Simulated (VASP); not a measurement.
# TiC (rocksalt type) (Fm-3m) in VASP: relaxation of cell and atoms with PBE

Aim: the relaxation of cell and atoms of TiC (rocksalt type) with PBE.

All numbers are computed with VASP 6.6.1; they aren't measurements. Logs are shortened: lines on timing, memory, paths and dates and some standing lists are left out, and cuts for length are marked.

**1. The cell of the first run**

The structure is cubic, space group Fm-3m (No. 225). Conventional cell: a = 4.309 Å, b = 4.309 Å, c = 4.309 Å, α = 90.00°, β = 90.00°, γ = 90.00°. Within 2.9 Å of Ti (site symmetry m-3m) lie 6 C at 2.15 Å. Within 2.9 Å of C (site symmetry m-3m) lie 6 Ti at 2.15 Å.

**2. Relaxation of cell and atoms, PBE**

Contents of INCAR:

```
SYSTEM = TiC
ALGO = Normal ; EDIFF = 1E-6
EDIFFG = -0.005 ; ENCUT = 600
GGA = PE ; IBRION = 2
ISIF = 3 ; ISMEAR = -1
LASPH = .TRUE. ; LCHARG = .FALSE.
LREAL = .FALSE. ; LWAVE = .FALSE.
NELM = 100 ; NSW = 60
PREC = Accurate ; SIGMA = 0.05
```

Contents of KPOINTS:

```
k-points
0
G
  16 16 16
  0 0 0
```

Contents of POSCAR:

```
TiC
1.0
    0.0000000000      2.1544346900      2.1544346900
    2.1544346900      0.0000000000      2.1544346900
    2.1544346900      2.1544346900      0.0000000000
Ti C
1 1
Direct
    0.0000000000      0.0000000000      0.0000000000
    0.5000000000      0.5000000000      0.5000000000
```

Potentials or basis: VASP PAW PBE potentials, release 64 (Ti_sv, C).

Command:

```console
> cat potpaw_PBE.64/Ti_sv/POTCAR potpaw_PBE.64/C/POTCAR > POTCAR
> mpirun -np 1 vasp_std > vasp.out
```

OUTCAR:

```text
SYSTEM = TiC
   EDIFF = 1E-6
   EDIFFG = -0.005
   ENCUT = 600
   GGA = PE
   IBRION = 2
   ISIF = 3
   ISMEAR = -1
   LASPH = .TRUE.
   LREAL = .FALSE.
   NELM = 100
   NSW = 60
   PREC = Accurate

 ion  position               nearest neighbor table
   1  0.000  0.000  0.000-   2 2.15   2 2.15   2 2.15   2 2.15   2 2.15   2 2.15
   2  0.500  0.500  0.500-   1 2.15   1 2.15   1 2.15   1 2.15   1 2.15   1 2.15

  LATTYP: Found a face centered cubic cell.
 ALAT       =     4.3088693800

  Lattice vectors:

 A1 = (   0.0000000000,   2.1544346900,   2.1544346900)
 A2 = (   2.1544346900,   0.0000000000,   2.1544346900)
 A3 = (   2.1544346900,   2.1544346900,   0.0000000000)

Analysis of symmetry for initial positions (statically):
=====================================================================
 Subroutine PRICEL returns:
 Original cell was already a primitive cell.

 Routine SETGRP: Setting up the symmetry group for a
 face centered cubic supercell.

 Subroutine GETGRP returns: Found 48 space group operations
 (whereof 48 operations were pure point group operations)
 out of a pool of 48 trial point group operations.

The static configuration has the point symmetry O_h .

Analysis of symmetry for dynamics (positions and initial velocities):
=====================================================================
 Subroutine PRICEL returns:
 Original cell was already a primitive cell.

 Routine SETGRP: Setting up the symmetry group for a
 face centered cubic supercell.

 Subroutine GETGRP returns: Found 48 space group operations
 (whereof 48 operations were pure point group operations)
 out of a pool of 48 trial point group operations.

The dynamic configuration has the point symmetry O_h .

 Subroutine INISYM returns: Found 48 space group operations
 (whereof 48 operations are pure point group operations),
 and found     1 'primitive' translations

----------------------------------------------------------------------------------------

                                     Primitive cell

  volume of cell :      20.0000

  direct lattice vectors                    reciprocal lattice vectors
     0.000000000  2.154434690  2.154434690    -0.232079442  0.232079442  0.232079442
     2.154434690  0.000000000  2.154434690     0.232079442 -0.232079442  0.232079442
     2.154434690  2.154434690  0.000000000     0.232079442  0.232079442 -0.232079442

  length of vectors
     3.046830758  3.046830758  3.046830758     0.401973384  0.401973384  0.401973384

  position of ions in fractional coordinates (direct lattice)
     0.000000000  0.000000000  0.000000000
[... 94 lines left out ...]
   EFERMI_NEDOS =   21; number of points for ismear=-14 and -15
   IALGO  =     38    algorithm
   IMIX   =      4    mixing-type and parameters
     AMIX     =   0.40;   BMIX     =  1.00
     AMIX_MAG =   1.60;   BMIX_MAG =  1.00
  volume/ion in A,a.u.               =      10.00        67.48
  Fermi-wavevector in a.u.,A,eV,Ry     =   1.519748  2.871907 31.424465  2.309633
  Thomas-Fermi vector in A             =   2.628692
   LORBIT       =      0    0 simple, 1 ext, 2 COOP (PROOUT), +10 PAW based schemes
   GGA     = PE    functional components
   LHFCALC =     F    Hartree Fock is set to
   AEXX    =    0.0000 exact exchange contribution
   IVDW    =     0    specifies the selected vdW correction
   LEPSILON=     F    determine dielectric tensor
   LRPA    =     F    only Hartree local field effects (RPA)
 conjugate gradient relaxation of ions
 non-spin polarized calculation
  energy-cutoff  :      600.00
  volume of cell :       20.00
 maximum number of plane-waves:       692
   NGX = 13   NGY = 13   NGZ = 13

--------------------------------------- Ionic step        1  -------------------------------------------

 number of electron      16.0000002 magnetization

 Free energy of the ion-electron system (eV)
  ---------------------------------------------------
  ext. energy  EPLUGINS =         0.00000000
  ---------------------------------------------------
  free energy    TOTEN  =       -18.70551907 eV

  energy without entropy =      -18.70259778  energy(sigma->0) =      -18.70405842

------------------------ aborting loop because EDIFF is reached ----------------------------------------

  FORCE on cell =-STRESS in cart. coord.  units (eV):
  Direction    XX          YY          ZZ          XY          YZ          ZX
  --------------------------------------------------------------------------------------
  -------------------------------------------------------------------------------------
  Total        0.5513554      0.5513554      0.5513554      0.0000000      0.0000000      0.0000000
  in kB       44.1684536     44.1684536     44.1684536      0.0000000      0.0000000      0.0000000
  external PRESSURE =      44.1684536 kB  Pullay stress =       0.0000000 kB
[... 59 lines left out ...]
--------------------------------------- Ionic step        3  -------------------------------------------

 number of electron      16.0000000 magnetization

 Free energy of the ion-electron system (eV)
  ---------------------------------------------------
  ext. energy  EPLUGINS =         0.00000000
  ---------------------------------------------------
  free energy    TOTEN  =       -18.71025832 eV

  energy without entropy =      -18.70729357  energy(sigma->0) =      -18.70877595

 E-fermi :   9.3880     XC(G=0): -12.6893

 val. band max:        9.3685888553   @ k =  -0.0625   0.0625   0.0000
 cond. band min:       9.3896947095   @ k =   0.1250   0.1250   0.0000
 fundamental gap:      0.0211058541
 Fermi energy:         9.3879653984

 k-point     1 :       0.0000    0.0000    0.0000
  band No.  band energies     occupation
      1     -47.2010      2.00000
      2     -23.2264      2.00000
      3     -23.2264      2.00000
      4     -23.2264      2.00000
      5      -2.9957      2.00000
      6      10.0858      0.00000
      7      10.0858      0.00000
      8      10.0858      0.00000
      9      11.0679      0.00000
     10      11.0679      0.00000
     11      11.0679      0.00000
     12      11.1020      0.00000
[... 331 lines left out ...]
 k-point    24 :      -0.0625    0.0625    0.0000
  band No.  band energies     occupation
      1     -47.1938      2.00000
      2     -23.2727      2.00000
      3     -23.2393      2.00000
      4     -23.2276      2.00000
      5      -2.7634      2.00000
      6       9.1757      1.97176
      7       9.3611      1.26195
      8       9.3686      1.19138
      9      10.1961      0.00000
     10      10.7694      0.00000
     11      11.6562      0.00000
     12      12.2109      0.00000

 [... further k-points ...]
[... 5 lines left out ...]
  --------------------------------------------------------------------------------------
  -------------------------------------------------------------------------------------
  Total       -0.0029484     -0.0029484     -0.0029484     -0.0000000     -0.0000000      0.0000000
  in kB       -0.2321425     -0.2321425     -0.2321425     -0.0000000     -0.0000000      0.0000000
  external PRESSURE =      -0.2321425 kB  Pullay stress =       0.0000000 kB
[... 17 lines left out ...]
  FREE ENERGIE OF THE ION-ELECTRON SYSTEM (eV)
  ---------------------------------------------------
  free  energy   TOTEN  =       -18.7102583228 eV

  energy  without entropy=      -18.7072935724  energy(sigma->0) =      -18.70877595

 reached required accuracy - stopping structural energy minimisation
```

CONTCAR:

```text
TiC
   1.00000000000000
     0.0000000000000000    2.1668994056367032    2.1668994056367032
     2.1668994056367032    0.0000000000000000    2.1668994056367032
     2.1668994056367032    2.1668994056367032    0.0000000000000000
  Ti              C
     1     1
Direct
     0.0000000000000000    0.0000000000000000    0.0000000000000000
     0.5000000000000000    0.5000000000000000    0.5000000000000000

  0.00000000E+00  0.00000000E+00  0.00000000E+00
  0.00000000E+00  0.00000000E+00  0.00000000E+00
```

It took 40 s on 1 thread of AMD EPYC 9R45 (Zen 5), shared host; peak memory 0.15 GiB.

What came out:

| Quantity | Value |
| --- | --- |
| Free energy | -18.7103 eV |
| Relaxed volume | 10.17 Å³/atom |
| Relaxed cell | a = 3.064 Å, b = 3.064 Å, c = 3.064 Å, α = 60.00°, β = 60.00°, γ = 60.00° |
| Space group after relaxing (to 0.1 Å) | Fm-3m (No. 225) |
| Energy gained by relaxing | 2.4 meV/atom |
| Ionic steps | 3 |
| Pressure after relaxing | 0.0 GPa |
| Band gap on the k mesh | zero (bands 8 and 9 overlap by 1.10 eV) |

Step by step:
```
step  energy change (eV)  largest force (eV/Å)  pressure (GPa)  volume (Å³)
   1              0.0000                0.0000            4.42        20.00
   2              0.0031                0.0000           -5.31        20.81
   3             -0.0047                0.0000           -0.02        20.35
```

Final structure:
```cif
data_structure
_symmetry_space_group_name_H-M 'P 1'
_symmetry_Int_Tables_number 1
_cell_length_a 3.0645
_cell_length_b 3.0645
_cell_length_c 3.0645
_cell_angle_alpha 60.000
_cell_angle_beta 60.000
_cell_angle_gamma 60.000
_cell_volume 20.35
loop_
_atom_site_label
_atom_site_type_symbol
_atom_site_fract_x
_atom_site_fract_y
_atom_site_fract_z
_atom_site_occupancy
Ti1 Ti 0.00000 0.00000 0.00000 1
C1 C 0.50000 0.50000 0.50000 1
```

The gap in the log of VASP goes by the Fermi energy; the results here count the filled bands.